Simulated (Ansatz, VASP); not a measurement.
## Two plane-wave programs on Zr

```
Zr
1.0
     3.23200    0.00000   -0.04848
    -1.61600    2.79899    0.02424
    -0.07720    0.00000    5.14700
Zr
2
Direct
  0.33333 0.66667 0.25000
  0.66667 0.33333 0.75000
```

Change from the starting cell: strain -0.0300 x Voigt [0, 0, 0, 0, 1, 0], atoms carried along.

Alike in both runs: task single point; functional PBEsol; k mesh 18 × 18 × 10; occupations gaussian, width 0.15 eV; no spin polarisation.

|  | VASP | Ansatz |
| --- | --- | --- |
| version | VASP 6.6.1 | Ansatz 0.2.0 |
| potentials or method | VASP PAW PBE potentials, release 64 (Zr_sv), cutoff 520 eV | scalar-relativistic, plane waves, PAW |
| valence electrons in the cell | 24 | 24 |

```csv
,VASP,Ansatz,Ansatz less VASP
gap on the k mesh at the Fermi level (eV),none,none,-
pressure (GPa),-3.3,-3.3,-0.05
"traceless stress, the component that is largest in VASP (GPa)",0.72,0.72,-0.003
```

VASP's potentials were made for PBE, not for PBEsol. A gap of «none» marks a metal or a gap that the smearing closes.
